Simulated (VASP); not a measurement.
**NaCl: relaxation of cell and atoms with PBEsol+D4**

The system is NaCl.

```
CELL_PARAMETERS angstrom
3.50219 0.00000 0.00000
0.00000 3.50219 0.00000
0.00000 0.00000 3.50219
ATOMIC_POSITIONS crystal
Cl 0.50000 0.50000 0.50000
Na 0.00000 0.00000 0.00000
```

```
Program                : VASP 6.6.1
Task                   : relaxation of cell and atoms
Functional             : PBEsol
Dispersion             : D4
Potentials or basis    : VASP PAW PBE potentials, release 64 (Cl, Na_pv)
Cutoff                 : 600 eV
k mesh                 : 8 × 8 × 8
Occupations            : fermi-dirac, width 0.05 eV
Spin                   : no spin polarisation
Dipole correction      : no
Further INCAR settings : ALGO = Normal; EDIFF = 1e-06; IBRION = 2; EDIFFG = -0.01; NSW = 60; ISIF = 3
```

The relaxed volume is 20.15 Å³/atom, the relaxed cell is a = 3.429 Å, b = 3.429 Å, c = 3.429 Å, α = 90.00°, β = 90.00°, γ = 90.00° and the space group after relaxing (to 0.05 Å) is Pm-3m (No. 221). The energy gained by relaxing is 7.3 meV/atom, the ionic steps are 4 and the pressure after relaxing is 0.0 GPa. The band gap on the k mesh is 4.05 eV, indirect (least direct gap 4.60 eV) and the dispersion energy per atom is -0.064 eV.

Step by step:
| step | energy change (eV) | largest force (eV/Å) | pressure (GPa) | volume (Å³) |
| --- | --- | --- | --- | --- |
| 1 | 0.0000 | 0.0000 | -1.65 | 42.96 |
| 2 | -0.0109 | 0.0000 | -0.88 | 41.60 |
| 3 | -0.0146 | 0.0000 | -0.13 | 40.49 |
| 4 | -0.0147 | 0.0000 | 0.02 | 40.30 |

Final structure:
```
Cl Na
1.0
     3.42852    0.00000    0.00000
     0.00000    3.42852    0.00000
     0.00000    0.00000    3.42852
Cl Na
1 1
Direct
  0.50000 0.50000 0.50000
  0.00000 0.00000 0.00000
```

Levels at points of the mesh, in eV from the valence-band top:
| k point | band 3 | band 4 | band 5 | band 6 | band 7 | band 8 | band 9 | band 10 | band 11 |
| --- | --- | --- | --- | --- | --- | --- | --- | --- | --- |
| (0.00, 0.00, 0.00) | -21.83 | -13.61 | -0.56 | -0.56 | -0.56 | 4.05 | 8.33 | 8.33 | 16.18 |
| (0.50, 0.00, 0.00) | -21.83 | -13.17 | -3.30 | -0.29 | -0.29 | 6.94 | 8.92 | 10.35 | 11.92 |
| (0.50, 0.50, 0.00) | -21.82 | -12.86 | -2.54 | -2.54 | 0.00 | 5.40 | 9.86 | 11.29 | 11.29 |
| (0.50, 0.50, 0.50) | -21.86 | -12.53 | -2.09 | -2.09 | -2.09 | 6.96 | 6.96 | 6.96 | 12.16 |

Wall time 19 s on 1 thread of Intel(R) Xeon(R) Platinum 8559C (Emerald Rapids), on a shared host, peak memory 0.16 GiB.

Caveat: the PAW data sets were made with another functional, which shifts forces and pressure a little. A k mesh can miss the band edges.
